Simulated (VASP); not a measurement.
Input of a VASP 6.6.1 run:

File INCAR:

```
SYSTEM = CO2
ALGO = Normal
EDIFF = 1E-6
ENCUT = 910
GGA = CA
GGA_COMPAT = .FALSE.
ISIF = 2
ISMEAR = -1
LASPH = .TRUE.
LCHARG = .TRUE.
LELF = .TRUE.
LREAL = .FALSE.
LVHAR = .TRUE.
LWAVE = .FALSE.
NBANDS = 25
NELM = 120
PREC = Accurate
SIGMA = 0.05
```

Contents of KPOINTS:

```
k-points
0
G
  9 9 9
  0 0 0
```

POSCAR

```
CO2
1.0
   -1.9747270000      1.9747270000      3.0140580000
    1.9747270000     -1.9747270000      3.0140580000
    1.9747270000      1.9747270000     -3.0140580000
O C
4 2
Direct
    0.8750000000      0.9597980000      0.5847980000
    0.3750000000      0.2902020000      0.4152020000
    0.0402020000      0.6250000000      0.9152020000
    0.7097980000      0.1250000000      0.0847980000
    0.0000000000      0.0000000000      0.0000000000
    0.7500000000      0.2500000000      0.5000000000
```

Potentials or basis: VASP PAW LDA potentials, release 64 (O_h, C_h).

Command:

```console
$ cat potpaw_LDA.64/O_h/POTCAR potpaw_LDA.64/C_h/POTCAR > POTCAR
$ mpirun -np 1 vasp_std > vasp.out
```

Problem. Estimate the largest force.

Solution. 0.472 eV/Å.

Problem. Predict the pressure.

Solution. -13.6 GPa.

Forces in eV/Å, atoms in the order of the input:
```
O    0.472  0.000  0.000
O   -0.472  0.000  0.000
O    0.000 -0.472  0.000
O    0.000  0.472  0.000
C    0.000  0.000  0.000
C    0.000  0.000  0.000
```

Caveat: the cutoff is under 1.25 times the usual one of these potentials, so pressure, stress and relaxed cells hold a basis-set (Pulay) error; the cell stands under tension.
